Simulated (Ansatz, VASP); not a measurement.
SrTiO3: VASP beside Ansatz

```
CELL_PARAMETERS angstrom
3.98159 0.00000 0.00000
0.00000 3.98159 0.00000
0.00000 0.00000 3.98159
ATOMIC_POSITIONS crystal
Sr 0.00000 0.00000 0.00000
Ti 0.50000 0.50000 0.50000
O 0.00000 0.50000 0.50000
O 0.50000 0.00000 0.50000
O 0.50000 0.50000 0.00000
```

Change from the starting cell: volume scaled by 1.06, ions relaxed.

Alike in both runs: functional PBE; k mesh 8 × 8 × 8; occupations fermi-dirac, width 0.02 eV; no spin polarisation.

Ansatz relaxed the structure, and its values are those at the end. VASP's run is a single point on that final structure, the one shown.

|  | VASP | Ansatz |
| --- | --- | --- |
| version | VASP 6.6.1 | Ansatz 0.2.0 |
| potentials or method | VASP PAW PBE potentials, release 64 (Sr_sv, Ti_sv, O) | plane-wave PAW, scalar-relativistic |
| plane-wave cutoff (eV) | 600 | 420 |
| valence electrons in the cell | 40 | 40 |

|  | VASP | Ansatz | Ansatz less VASP |
| --- | --- | --- | --- |
| gap on the k mesh at the Fermi level (eV) | 1.75 | 1.77 | +0.027 |
| pressure (GPa) | -5.0 | -5.4 | -0.38 |

With one functional, cell and mesh, what is left measures potentials, basis and numerics. Ansatz's warnings: stress scf threshold loose.
